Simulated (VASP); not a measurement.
# CdS (Hawleyite) (F-43m) in VASP: notebook, part 2 of 2

VASP 6.6.1. The steps go on from the part before.

## 3. Single point, PBE

This run uses another cell than the first one, of 25.30 Å³/atom, 1.041 times its volume.

The input, INCAR:

```
ALGO     = Normal         # electronic algorithm
EDIFF    = 1E-6           # SCF threshold, eV
ENCUT    = 520            # plane-wave cutoff, eV
GGA      = PE             # functional
ISIF     = 2              # what is computed and relaxed
ISMEAR   = 0              # smearing method
LASPH    = T              # aspherical terms in the spheres
LCHARG   = T              # write CHGCAR
LELF     = T              # ELF
LREAL    = F              # projectors in reciprocal space
LVHAR    = T            
LWAVE    = F              # write WAVECAR
NBANDS   = 16             # bands
NELM     = 100            # most SCF steps
PREC     = Accurate       # precision mode
SIGMA    = 0.01           # smearing width, eV
```

The input, KPOINTS:

```
k-points
0
Gamma
  6 6 6
```

The input, POSCAR:

```
CdS
1.0
    0.0000000000      2.9358151324      2.9358151324
    2.9358151324      0.0000000000      2.9358151324
    2.9358151324      2.9358151324      0.0000000000
Cd S
1 1
Direct
    0.0000000000      0.0000000000      0.0000000000
    0.2500000000      0.2500000000      0.2500000000
```

Potentials or basis: VASP PAW PBE potentials, release 64 (Cd, S).

Launch:

```sh
$ cat potpaw_PBE.64/Cd/POTCAR potpaw_PBE.64/S/POTCAR > POTCAR
$ mpirun -np 1 vasp_std > vasp.out
```

OUTCAR:

```text
EDIFF = 1E-6
   ENCUT = 520
   GGA = PE
   ISIF = 2
   ISMEAR = 0
   LASPH = T
   LREAL = F
   NELM = 100
   PREC = Accurate

 ion  position               nearest neighbor table
   1  0.000  0.000  0.000-   2 2.54   2 2.54   2 2.54   2 2.54
   2  0.250  0.250  0.250-   1 2.54   1 2.54   1 2.54   1 2.54

  LATTYP: Found a face centered cubic cell.
 ALAT       =     5.8716302648

  Lattice vectors:

 A1 = (   0.0000000000,   2.9358151324,   2.9358151324)
[... 479 lines left out ...]
------------------------ aborting loop because EDIFF is reached ----------------------------------------

  FORCE on cell =-STRESS in cart. coord.  units (eV):
  Direction    XX          YY          ZZ          XY          YZ          ZX
  --------------------------------------------------------------------------------------
  -------------------------------------------------------------------------------------
  Total        0.6098807      0.6098807      0.6098807     -0.0000000     -0.0000000     -0.0000000
  in kB       19.3080922     19.3080922     19.3080922     -0.0000000     -0.0000000     -0.0000000
  external PRESSURE =      19.3080922 kB  Pullay stress =       0.0000000 kB

 VOLUME and BASIS-vectors are now :
 -----------------------------------------------------------------------------
  energy-cutoff  :      520.00
  volume of cell :       50.61
      direct lattice vectors                 reciprocal lattice vectors
     0.000000000  2.935815132  2.935815132    -0.170310451  0.170310451  0.170310451
     2.935815132  0.000000000  2.935815132     0.170310451 -0.170310451  0.170310451
     2.935815132  2.935815132  0.000000000     0.170310451  0.170310451 -0.170310451

 POSITION                                       TOTAL-FORCE (eV/Angst)
 -----------------------------------------------------------------------------------
      0.00000      0.00000      0.00000        -0.000000     -0.000000     -0.000000
      1.46791      1.46791      1.46791         0.000000      0.000000      0.000000
 -----------------------------------------------------------------------------------
    total drift:                               -0.000000     -0.000000     -0.000000

  FREE ENERGIE OF THE ION-ELECTRON SYSTEM (eV)
  ---------------------------------------------------
  free  energy   TOTEN  =        -6.1350836481 eV

  energy  without entropy=       -6.1350836481  energy(sigma->0) =       -6.13508365
```

Run time: 14 s. Hardware: 1 thread of Intel Xeon Platinum 8259CL at 2.50GHz (Skylake/Cascade Lake), shared host; peak memory 0.18 GiB.

What came out:

```
Free energy            : -6.1351 eV
Pressure               : 1.9 GPa
Band gap on the k mesh : 1.10 eV, direct
```

A hybrid or GW would open this gap; PBE tends to underestimate it.
